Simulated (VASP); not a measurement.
The system is La3Sb (L12 type).

```
CELL_PARAMETERS angstrom
4.64712 0.00000 0.00000
0.00000 4.64712 0.00000
0.00000 0.00000 4.64712
ATOMIC_POSITIONS crystal
Sb 0.00000 0.00000 0.00000
La 0.00000 0.50000 0.50000
La 0.50000 0.00000 0.50000
La 0.50000 0.50000 0.00000
```

Base run:

```yaml
Program: VASP 6.6.1
Functional: r2SCAN
Potentials_or_basis: VASP PAW PBE potentials, release 64 (Sb, La)
Cutoff: 520 eV
k_mesh: 7 × 7 × 7
Occupations: fermi-dirac, width 0.05 eV
Spin: no spin polarisation
Hubbard_terms: La f U = 5.0 eV
```

Its results: band gap on the k mesh zero (band 19 reaches 12.54 eV, above the bottom of band 20 at 10.71 eV); pressure 20.7 GPa.

**Question.** The run is repeated on the same cell with these changes: hubbard terms from La f U = 5.0 eV to none; further incar settings from ALGO = Normal; EDIFF = 1e-06; NBANDS = 27 to ALGO = Normal; EDIFF = 1e-07; NBANDS = 27. What comes out?

**Answer.** Band gap on the k mesh zero (band 19 reaches 12.27 eV, above the bottom of band 20 at 10.49 eV); pressure 17.1 GPa.

Caveats: the PAW data sets were made with another functional, which shifts forces and pressure a little; spin-orbit coupling is left out, which moves the levels of the heavy elements; U without spin polarisation on a metal has little footing (some runs); the U is typed as a test and isn't derived for this compound (some runs).
